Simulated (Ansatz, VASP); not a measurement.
**C in VASP and in Ansatz**

```
C
1.0
     2.52055    0.00000    0.00000
    -1.26027    2.18286    0.00000
     0.00000    0.00000   13.05060
C
12
Direct
  0.00000 0.00000 0.18686
  0.00000 0.00000 0.68686
  0.00000 0.00000 0.31314
  0.00000 0.00000 0.81314
  0.33333 0.66667 0.52077
  0.66667 0.33333 0.02077
  0.33333 0.66667 0.97923
  0.66667 0.33333 0.47923
  0.33333 0.66667 0.64510
  0.66667 0.33333 0.14510
  0.33333 0.66667 0.85490
  0.66667 0.33333 0.35490
```

Alike in both runs: task single point; functional PBE; k mesh 12 × 12 × 2; occupations gaussian, width 0.05 eV; no spin polarisation.

|  | VASP | Ansatz |
| --- | --- | --- |
| version | VASP 6.6.1 | Ansatz 0.2.0 |
| potentials or method | VASP PAW PBE potentials, release 64 (C), cutoff 520 eV | scalar-relativistic, plane waves, PAW |
| valence electrons in the cell | 48 | 48 |

```tsv
	VASP	Ansatz	Ansatz less VASP
gap on the k mesh at the Fermi level (eV)	4.19	4.20	+0.003
least direct gap on the mesh (eV)	4.19	4.20	+0.003
pressure (GPa)	-17.7	-18.1	-0.47
traceless stress, the component that is largest in VASP (GPa)	-32.89	-32.70	+0.187
rms of the force components (eV/Å)	0.088	0.096	+0.0077
```

Atom by atom the forces differ by 0.008 eV/Å (rms over components).
